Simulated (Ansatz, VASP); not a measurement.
## AgCl in VASP and in Ansatz

```xyz
2
Lattice="0.0000 2.7238 2.7238 2.7238 0.0000 2.7238 2.7238 2.7238 0.0000" Properties=species:S:1:pos:R:3 pbc="T T T"
Ag    0.0000    0.0000    0.0000
Cl    2.7238    2.7238    2.7238
```

Alike in both runs: task single point; functional PBE; k mesh 8 × 8 × 8; no spin polarisation.

```csv
,VASP,Ansatz
version,VASP 6.6.1,Ansatz 0.2.0
potentials or method,"VASP PAW PBE potentials, release 64 (Ag, Cl)","PAW with Ansatz's default frozen-core files, scalar-relativistic"
plane-wave cutoff (eV),500,420
occupations,"gaussian, width 0.01 eV",fixed
valence electrons in the cell,18,26
```

|  | VASP | Ansatz | Ansatz less VASP |
| --- | --- | --- | --- |
| gap on the k mesh at the Fermi level (eV) | 0.90 | 0.90 | +0.003 |
| pressure (GPa) | 4.6 | 4.7 | +0.15 |

VASP's potentials hold 18 valence electrons a cell and Ansatz's 26, so a difference there can come from the potentials and not from the codes.
